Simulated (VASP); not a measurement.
# PbO (F-43m) in VASP: notebook

The runs below take PbO through single point, with LDA, PBEsol, PBE.

Program: VASP 6.6.1. These are calculated values, not measurements. Logs are shortened: lines on timing, memory, paths and dates and some standing lists are left out, and cuts for length are marked.

### Step 1. The cell of the first run

The structure is cubic, space group F-43m (No. 216). Conventional cell: a = 5.510 Å, b = 5.510 Å, c = 5.510 Å, α = 90.00°, β = 90.00°, γ = 90.00°. Within 3.2 Å of Pb (site symmetry -43m) lie 4 O at 2.39 Å. O (site symmetry -43m) has 4 Pb at 2.39 Å within 3.2 Å.

### Step 2. Single point, LDA

File INCAR:

```
SYSTEM = PbO
PREC = Accurate ; ENCUT = 520
EDIFF = 1E-6 ; ISMEAR = -1
SIGMA = 0.02 ; LREAL = .FALSE.
LASPH = .TRUE. ; NELM = 80
ALGO = Normal ; ISIF = 2
LWAVE = .FALSE. ; LCHARG = .TRUE.
LELF = .TRUE. ; LVHAR = .TRUE.
NBANDS = 17
```

File KPOINTS:

```
regular mesh
0
G
  8 8 8
  0 0 0
```

File POSCAR:

```
PbO
1.0
    0.0000000000      2.7549424597      2.7549424597
    2.7549424597      0.0000000000      2.7549424597
    2.7549424597      2.7549424597      0.0000000000
Pb O
1 1
Direct
    0.0000000000      0.0000000000      0.0000000000
    0.2500000000      0.2500000000      0.2500000000
```

Potentials or basis: VASP PAW LDA potentials, release 64 (Pb_d, O).

Started as:

```console
$ cat potpaw_LDA.64/Pb_d/POTCAR potpaw_LDA.64/O/POTCAR > POTCAR
$ mpirun -np 1 vasp_std > vasp.out
```

OUTCAR:

```text
SYSTEM = PbO
   PREC = Accurate
   ENCUT = 520
   EDIFF = 1E-6
   ISMEAR = -1
   LREAL = .FALSE.
   LASPH = .TRUE.
   NELM = 80
   ISIF = 2

 ion  position               nearest neighbor table
   1  0.000  0.000  0.000-   2 2.39   2 2.39   2 2.39   2 2.39
   2  0.250  0.250  0.250-   1 2.39   1 2.39   1 2.39   1 2.39

  LATTYP: Found a face centered cubic cell.
 ALAT       =     5.5098849194

  Lattice vectors:

 A1 = (   0.0000000000,   2.7549424597,   2.7549424597)
 A2 = (   2.7549424597,   0.0000000000,   2.7549424597)
 A3 = (   2.7549424597,   2.7549424597,   0.0000000000)

Analysis of symmetry for initial positions (statically):
=====================================================================
 Subroutine PRICEL returns:
 Original cell was already a primitive cell.

 Routine SETGRP: Setting up the symmetry group for a
 face centered cubic supercell.

 Subroutine GETGRP returns: Found 24 space group operations
 (whereof 24 operations were pure point group operations)
 out of a pool of 48 trial point group operations.

The static configuration has the point symmetry T_d .

Analysis of symmetry for dynamics (positions and initial velocities):
=====================================================================
 Subroutine PRICEL returns:
 Original cell was already a primitive cell.

 Routine SETGRP: Setting up the symmetry group for a
 face centered cubic supercell.

 Subroutine GETGRP returns: Found 24 space group operations
 (whereof 24 operations were pure point group operations)
 out of a pool of 48 trial point group operations.

The dynamic configuration has the point symmetry T_d .

 Subroutine INISYM returns: Found 24 space group operations
 (whereof 24 operations are pure point group operations),
 and found     1 'primitive' translations

----------------------------------------------------------------------------------------

                                     Primitive cell

  volume of cell :      41.8184

  direct lattice vectors                    reciprocal lattice vectors
     0.000000000  2.754942460  2.754942460    -0.181491994  0.181491994  0.181491994
     2.754942460  0.000000000  2.754942460     0.181491994 -0.181491994  0.181491994
     2.754942460  2.754942460  0.000000000     0.181491994  0.181491994 -0.181491994

  length of vectors
     3.896076990  3.896076990  3.896076990     0.314353355  0.314353355  0.314353355

  position of ions in fractional coordinates (direct lattice)
     0.000000000  0.000000000  0.000000000
     0.250000000  0.250000000  0.250000000

  ion indices of the primitive-cell ions
   primitive index   ion index
                 1           1
                 2           2

----------------------------------------------------------------------------------------

 KPOINTS: regular mesh

Automatic generation of k-mesh.
 Grid dimensions read from file:
 generate k-points for:    8    8    8

 Generating k-lattice:

  Cartesian coordinates                     Fractional coordinates (reciprocal lattice)
    -0.022686499  0.022686499  0.022686499     0.125000000  0.000000000  0.000000000
     0.022686499 -0.022686499  0.022686499     0.000000000  0.125000000  0.000000000
     0.022686499  0.022686499 -0.022686499     0.000000000  0.000000000  0.125000000

  Length of vectors
     0.039294169  0.039294169  0.039294169

  Shift w.r.t. Gamma in fractional coordinates (k-lattice)
     0.000000000  0.000000000  0.000000000

 Subroutine IBZKPT returns following result:
 ===========================================

 Found     29 irreducible k-points:

 Following reciprocal coordinates:
            Coordinates               Weight
  0.000000  0.000000  0.000000      1.000000
  0.125000  0.000000  0.000000      8.000000
  0.250000  0.000000  0.000000      8.000000
  0.375000  0.000000  0.000000      8.000000
  0.500000  0.000000  0.000000      4.000000
  0.125000  0.125000  0.000000      6.000000
[... 16 lines left out ...]
  0.500000  0.250000  0.125000     48.000000
 -0.375000  0.250000  0.125000     24.000000
 [... further k-points ...]
   k-points           NKPTS =     29   k-points in BZ     NKDIM =     29   number of bands    NBANDS=     17
   number of dos      NEDOS =    301   number of ions     NIONS =      2
   total plane-waves  NPLWV =  27000
   dimension x,y,z NGX =    30 NGY =   30 NGZ =   30
   dimension x,y,z NGXF=    60 NGYF=   60 NGZF=   60
   ions per type =               1   1
   NGX,Y,Z   is equivalent  to a cutoff of  12.80, 12.80, 12.80 a.u.
   NGXF,Y,Z  is equivalent  to a cutoff of  25.60, 25.60, 25.60 a.u.
 SYSTEM =  PbO
   PREC   = accura    normal or accurate (medium, high low for compatibility)
   ISTART =      0    job   : 0-new  1-cont  2-samecut
   ICHARG =      2    charge: 1-file 2-atom 10-const
   ISPIN  =      1    spin polarized calculation?
   LNONCOLLINEAR =      F non collinear calculations
   LSORBIT =      F    spin-orbit coupling
   LASPH  =      T    aspherical Exc in radial PAW
   ENCUT  =  520.0 eV  38.22 Ry    6.18 a.u.   7.24  7.24  7.24*2*pi/ulx,y,z
   NELM   =     80;   NELMIN=  2; NELMDL= -5     # of ELM steps
   EDIFF  = 0.1E-05   stopping-criterion for ELM
   LREAL  =      F    real-space projection
   EDIFFG = 0.1E-04   stopping-criterion for IOM
   NSW    =      0    number of steps for IOM
   IBRION =     -1    ionic relax: 0-MD 1-quasi-New 2-CG
   NFREE  =      0    steps in history (QN), initial steepest desc. (CG)
   ISIF   =      2    stress and relaxation
   ISYM   =      2    0-nonsym 1-usesym 2-fastsym
   POTIM  = 0.5000    time-step for ionic-motion
   TEBEG  =    0.0;   TEEND  =   0.0 temperature during run
   PSTRESS=    0.0 pullay stress
   NELECT =      20.0000    total number of electrons
   NUPDOWN=      -1.0000    fix difference up-down
   EMIN   =  10.00;   EMAX   =-10.00  energy-range for DOS
   EFERMI =   0.00;   METHOD = LEGACY
   ISMEAR =    -1;   SIGMA  =   0.02  broadening in eV -4-tet -1-fermi 0-gaus
   EFERMI_NEDOS =   21; number of points for ismear=-14 and -15
   IALGO  =     38    algorithm
   IMIX   =      4    mixing-type and parameters
     AMIX     =   0.40;   BMIX     =  1.00
     AMIX_MAG =   1.60;   BMIX_MAG =  1.00
  volume/ion in A,a.u.               =      20.91       141.10
  Fermi-wavevector in a.u.,A,eV,Ry     =   1.280252  2.419326 22.300581  1.639046
  Thomas-Fermi vector in A             =   2.412691
   LORBIT       =      0    0 simple, 1 ext, 2 COOP (PROOUT), +10 PAW based schemes
   GGA     = CA    functional components
   LHFCALC =     F    Hartree Fock is set to
   AEXX    =    0.0000 exact exchange contribution
   IVDW    =     0    specifies the selected vdW correction
   LEPSILON=     F    determine dielectric tensor
   LRPA    =     F    only Hartree local field effects (RPA)
 non-spin polarized calculation
  energy-cutoff  :      520.00
  volume of cell :       41.82
 maximum number of plane-waves:      1158
 NGX is ok and might be reduce to    30
   NGX = 15   NGY = 15   NGZ = 15

 number of electron      19.9999994 magnetization

 Free energy of the ion-electron system (eV)
  ---------------------------------------------------
  ext. energy  EPLUGINS =         0.00000000
  ---------------------------------------------------
  free energy    TOTEN  =       -11.65928290 eV

  energy without entropy =      -11.65925246  energy(sigma->0) =      -11.65926768

 E-fermi :   5.0263     XC(G=0): -10.0514

 val. band max:        4.9218365227   @ k =  -0.2500   0.5000   0.2500
 cond. band min:       5.1163480199   @ k =   0.5000   0.5000   0.0000
 fundamental gap:      0.1945114971
 Fermi energy:         5.0263183863

 k-point     1 :       0.0000    0.0000    0.0000
  band No.  band energies     occupation
      1     -12.8844      2.00000
      2     -11.4935      2.00000
      3     -11.4935      2.00000
      4     -11.4935      2.00000
      5     -11.3587      2.00000
      6     -11.3587      2.00000
[... 9 lines left out ...]
     16      16.9877      0.00000
     17      16.9877      0.00000

 k-point     2 :       0.1250    0.0000    0.0000
  band No.  band energies     occupation
      1     -12.9018      2.00000
      2     -11.4820      2.00000
      3     -11.4820      2.00000
      4     -11.3879      2.00000
      5     -11.3586      2.00000
      6     -11.3586      2.00000
[... 9 lines left out ...]
     16      16.6131      0.00000
     17      16.6131      0.00000

 k-point     3 :       0.2500    0.0000    0.0000
  band No.  band energies     occupation
      1     -12.9472      2.00000
      2     -11.4621      2.00000
      3     -11.4621      2.00000
      4     -11.3501      2.00000
      5     -11.3501      2.00000
      6     -11.1078      2.00000
[... 9 lines left out ...]
     16      16.3426      0.00000
     17      17.6855      0.00000

 k-point     4 :       0.3750    0.0000    0.0000
  band No.  band energies     occupation
      1     -12.9955      2.00000
      2     -11.4553      2.00000
      3     -11.4553      2.00000
      4     -11.3278      2.00000
      5     -11.3278      2.00000
      6     -10.7871      2.00000
[... 9 lines left out ...]
     16      16.5781      0.00000
     17      18.1146      0.00000
[... 343 lines left out ...]
      1     -12.9764      2.00000
      2     -11.4378      2.00000
      3     -11.4228      2.00000
      4     -11.3813      2.00000
      5     -11.3318      2.00000
      6     -10.9060      2.00000
[... 9 lines left out ...]
     16      17.6512      0.00000
     17      19.1861      0.00000

 k-point    23 :       0.5000    0.2500    0.1250
  band No.  band energies     occupation
      1     -13.0099      2.00000
      2     -11.4422      2.00000
      3     -11.4089      2.00000
      4     -11.3645      2.00000
      5     -11.3250      2.00000
      6     -10.6313      2.00000
[... 9 lines left out ...]
     16      17.7653      0.00000
     17      19.5219      0.00000

 k-point    24 :      -0.3750    0.2500    0.1250
  band No.  band energies     occupation
      1     -13.0237      2.00000
      2     -11.4466      2.00000
      3     -11.4062      2.00000
      4     -11.3516      2.00000
      5     -11.3231      2.00000
      6     -10.5074      2.00000
[... 9 lines left out ...]
     16      18.0531      0.00000
     17      19.5247      0.00000

 [... further k-points ...]

------------------------ aborting loop because EDIFF is reached ----------------------------------------

  FORCE on cell =-STRESS in cart. coord.  units (eV):
  Direction    XX          YY          ZZ          XY          YZ          ZX
  --------------------------------------------------------------------------------------
  -------------------------------------------------------------------------------------
  Total        0.0447317      0.0447317      0.0447317     -0.0000000      0.0000000      0.0000000
  in kB        1.7137925      1.7137925      1.7137925     -0.0000000      0.0000000      0.0000000
  external PRESSURE =       1.7137925 kB  Pullay stress =       0.0000000 kB

 VOLUME and BASIS-vectors are now :
 -----------------------------------------------------------------------------
  energy-cutoff  :      520.00
  volume of cell :       41.82
      direct lattice vectors                 reciprocal lattice vectors
     0.000000000  2.754942460  2.754942460    -0.181491994  0.181491994  0.181491994
     2.754942460  0.000000000  2.754942460     0.181491994 -0.181491994  0.181491994
     2.754942460  2.754942460  0.000000000     0.181491994  0.181491994 -0.181491994

 POSITION                                       TOTAL-FORCE (eV/Angst)
 -----------------------------------------------------------------------------------
      0.00000      0.00000      0.00000         0.000000      0.000000      0.000000
      1.37747      1.37747      1.37747        -0.000000     -0.000000     -0.000000
 -----------------------------------------------------------------------------------
    total drift:                                0.000000      0.000000      0.000000

  FREE ENERGIE OF THE ION-ELECTRON SYSTEM (eV)
  ---------------------------------------------------
  free  energy   TOTEN  =       -11.6592829039 eV

  energy  without entropy=      -11.6592524640  energy(sigma->0) =      -11.65926768
```

It took 28 s on 1 thread of AMD EPYC 7R13, shared host; peak memory 0.13 GiB.

What came out:

- Free energy: -11.6593 eV
- Pressure: 0.2 GPa
- Band gap on the k mesh: 0.19 eV (least direct gap 0.38 eV)

Caveat: the structure was generated, so it needn't be the stable form of PbO; spin-orbit coupling is left out, which moves the levels of the heavy elements.

### Step 3. Single point, PBEsol

This run uses another cell than the first one, of 21.63 Å³/atom.

File INCAR:

```
SYSTEM = PbO
PREC     = Accurate       ! precision mode
ENCUT    = 520            ! plane-wave cutoff, eV
EDIFF    = 1E-6           ! SCF threshold, eV
ISMEAR   = -1             ! smearing method
SIGMA    = 0.02           ! smearing width, eV
LREAL    = .FALSE.        ! projectors in reciprocal space
LASPH    = .TRUE.         ! aspherical terms in the spheres
NELM     = 100            ! most SCF steps
ALGO     = Normal         ! electronic algorithm
ISIF     = 2              ! what is computed and relaxed
LWAVE    = .FALSE.        ! write WAVECAR
LCHARG   = .FALSE.        ! write CHGCAR
GGA      = PS             ! functional
NBANDS   = 17             ! bands
```

File KPOINTS:

```
Automatic mesh
0
G
  8 8 8
  0 0 0
```

File POSCAR:

```
PbO
1.0
    0.0000000000      2.7862511683      2.7862511683
    2.7862511683      0.0000000000      2.7862511683
    2.7862511683      2.7862511683      0.0000000000
Pb O
1 1
Direct
    0.0000000000      0.0000000000      0.0000000000
    0.2500000000      0.2500000000      0.2500000000
```

Potentials or basis: VASP PAW PBE potentials, release 64 (Pb_d, O).

Started as:

```console
$ cat potpaw_PBE.64/Pb_d/POTCAR potpaw_PBE.64/O/POTCAR > POTCAR
$ mpirun -np 1 vasp_std > vasp.out
```

Run time: 30 s. Hardware: 1 thread of AMD EPYC 7R13, shared host; peak memory 0.15 GiB.

It converged, with:

```
Free energy            : -10.9608 eV
Pressure               : 0.0 GPa
Band gap on the k mesh : 0.31 eV (least direct gap 0.50 eV)
```

Levels at points of the mesh, in eV from the valence-band top:
| k point | band 8 | band 9 | band 10 | band 11 | band 12 | band 13 |
| --- | --- | --- | --- | --- | --- | --- |
| (0.00, 0.00, 0.00) | -2.36 | -2.36 | -2.36 | 5.26 | 5.26 | 5.26 |
| (0.50, 0.00, 0.00) | -2.85 | -2.85 | -2.29 | 2.36 | 5.46 | 5.46 |
| (0.50, 0.50, 0.00) | -3.65 | -3.65 | -0.19 | 0.31 | 5.88 | 5.88 |

Caveat: the structure was generated, so it needn't be the stable form of PbO; the PAW data sets were made with another functional, which shifts forces and pressure a little; spin-orbit coupling is left out, which moves the levels of the heavy elements.

### Step 4. Single point, PBE

This run uses another cell than the first one, of 21.92 Å³/atom.

File INCAR:

```
ALGO = Normal
EDIFF = 1E-6
ENCUT = 520
GGA = PE
ISIF = 2
ISMEAR = -1
LASPH = True
LCHARG = False
LREAL = False
LWAVE = False
NBANDS = 17
NELM = 60
PREC = Accurate
SIGMA = 0.02
```

File KPOINTS:

```
k-points
0
Gamma
  8 8 8
```

File POSCAR:

```
PbO
1.0
    0.0000000000      2.7987768028      2.7987768028
    2.7987768028      0.0000000000      2.7987768028
    2.7987768028      2.7987768028      0.0000000000
Pb O
1 1
Direct
    0.0000000000      0.0000000000      0.0000000000
    0.2500000000      0.2500000000      0.2500000000
```

Started as:

```console
$ cat potpaw_PBE.64/Pb_d/POTCAR potpaw_PBE.64/O/POTCAR > POTCAR
$ mpirun -np 1 vasp_std > vasp.out
```

Run time: 39 s. Hardware: 1 thread of AMD EPYC 7R13, shared host; peak memory 0.15 GiB.

The run converged. Its results:

| Quantity | Value |
| --- | --- |
| Free energy | -10.3426 eV |
| Pressure | 2.4 GPa |
| Band gap on the k mesh | 0.43 eV (least direct gap 0.61 eV) |

Levels at points of the mesh, in eV from the valence-band top:
```csv
k point,band 8,band 9,band 10,band 11,band 12,band 13
"(0.00, 0.00, 0.00)",-2.28,-2.28,-2.28,5.27,5.27,5.27
"(0.50, 0.00, 0.00)",-2.75,-2.75,-2.22,2.42,5.47,5.47
"(0.50, 0.50, 0.00)",-3.53,-3.53,-0.18,0.43,5.87,5.87
```

Caveat: the structure was generated, so it needn't be the stable form of PbO; spin-orbit coupling is left out, which moves the levels of the heavy elements.

### Step 5. Summary

```tsv
level	potentials or basis	cell	gap on the mesh (eV)	pressure (GPa)
LDA	VASP PAW LDA potentials, release 64 (Pb_d, O)	a = 3.896 Å, angles 60.0°, 2 atoms	0.19	0.2
PBEsol	VASP PAW PBE potentials, release 64 (Pb_d, O)	a = 3.940 Å, angles 60.0°, 2 atoms	0.31	0.0
PBE	VASP PAW PBE potentials, release 64 (Pb_d, O)	a = 3.958 Å, angles 60.0°, 2 atoms	0.43	2.4
```

Alike in all rows: task single point; no spin polarisation; k mesh 8 × 8 × 8; cutoff (eV) 520; smearing fermi-dirac 0.02 eV.

Caveats: the structure was generated, so it needn't be the stable form of PbO; spin-orbit coupling is left out, which moves the levels of the heavy elements; the PAW data sets were made with another functional, which shifts forces and pressure a little (at least some runs).

Total energies depend on the potentials used, so only differences within one code and one set of settings carry meaning.
